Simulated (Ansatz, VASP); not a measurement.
# BN: VASP beside Ansatz

```xyz
4
Lattice="2.5539 0.0000 0.0000 -1.2770 2.2118 0.0000 0.0000 0.0000 4.2269" Properties=species:S:1:pos:R:3 pbc="T T T"
B     1.2770    0.7373    4.2257
B     0.0000    1.4745    2.1123
N     1.2770    0.7373    2.5430
N     0.0000    1.4745    0.5295
```

Alike in both runs: task single point; functional r2SCAN; k mesh 12 × 12 × 6; occupations gaussian, width 0.05 eV; no spin polarisation.

```csv
,VASP,Ansatz
version,VASP 6.6.1,Ansatz 0.2.0
potentials or method,"VASP PAW PBE potentials, release 64 (B_h, N_h), cutoff 910 eV","scalar-relativistic, plane waves, PAW"
valence electrons in the cell,16,16
```

|  | VASP | Ansatz | Ansatz less VASP |
| --- | --- | --- | --- |
| gap on the k mesh at the Fermi level (eV) | 6.01 | 6.03 | +0.015 |
| least direct gap on the mesh (eV) | 8.42 | 8.42 | +0.006 |
| rms of the force components (eV/Å) | 1.145 | 1.146 | +0.0004 |

VASP's potentials were made for PBE, not for r2SCAN. Atom by atom the forces differ by 0.002 eV/Å (rms over components). With one functional, cell and mesh, what is left measures potentials, basis and numerics.

Noted on VASP's run: the cutoff is short for stress, so the pressure is rough.
